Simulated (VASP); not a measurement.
Input of a VASP 6.6.1 run:

File INCAR:

```
SYSTEM = TmI4
ALGO = Normal ; EDIFF = 1E-6
ENCUT = 500 ; GGA = PE
GGA_COMPAT = .FALSE. ; ISIF = 2
ISMEAR = 0 ; LASPH = .TRUE.
LCHARG = .TRUE. ; LELF = .TRUE.
LMAXMIX = 6 ; LREAL = .FALSE.
LVHAR = .TRUE. ; LWAVE = .FALSE.
NBANDS = 26 ; NELM = 200
PREC = Accurate ; SIGMA = 0.2
```

KPOINTS

```
k-points
0
G
  3 3 4
  0 0 0
```

File POSCAR:

```
TmI4
1.0
    5.0536386909     -5.2080189602      0.0000000000
    5.0536386909      5.2080189602      0.0000000000
    0.0000000000      0.0000000000      4.2411543257
Tm I
1 4
Direct
    0.0000000000      0.0000000000      0.0000000000
    0.7937793255      0.2062206745      0.5000000000
    0.2062206745      0.7937793255      0.5000000000
    0.2898229470      0.2898229470      0.0000000000
    0.7101770530      0.7101770530      0.0000000000
```

Potentials or basis: VASP PAW PBE potentials, release 64 (Tm_3, I), 4f in core.

Run with:

```console
$ cat potpaw_PBE.64/Tm_3/POTCAR potpaw_PBE.64/I/POTCAR > POTCAR
$ mpirun -np 1 vasp_std > vasp.out
```

Question: What does it give for the largest force?

Answer: 0.072 eV/Å.

Question: What does it give for the pressure?

Answer: 0.2 GPa.

Question: What does it give for the band gap on the k mesh?

Answer: Zero (an odd number of electrons rules out a gap without spin polarisation).

Forces on the atoms (eV/Å):
```
Tm   0.000  0.000  0.000
I    0.000 -0.040  0.000
I    0.000  0.040  0.000
I    0.072  0.000  0.000
I   -0.072  0.000  0.000
```

Caveat: the k points lie up to 0.37 Å⁻¹ apart, too coarse for converged energies and pressures of a metal; spin-orbit coupling is left out, which moves the levels of the heavy elements; this functional lacks dispersion, which binds layers or chains, so the pressure and a relaxed spacing across them are unreliable; the 4f electrons are frozen in the core, so they carry no moment and show no levels; an odd number of electrons without spin polarisation forces a metal; a magnetic or distorted state may lie lower; the run has no spin polarisation, though such a crystal can be magnetic. Spin polarisation is off, so any magnetic state and its effect on volume and gap are missing.
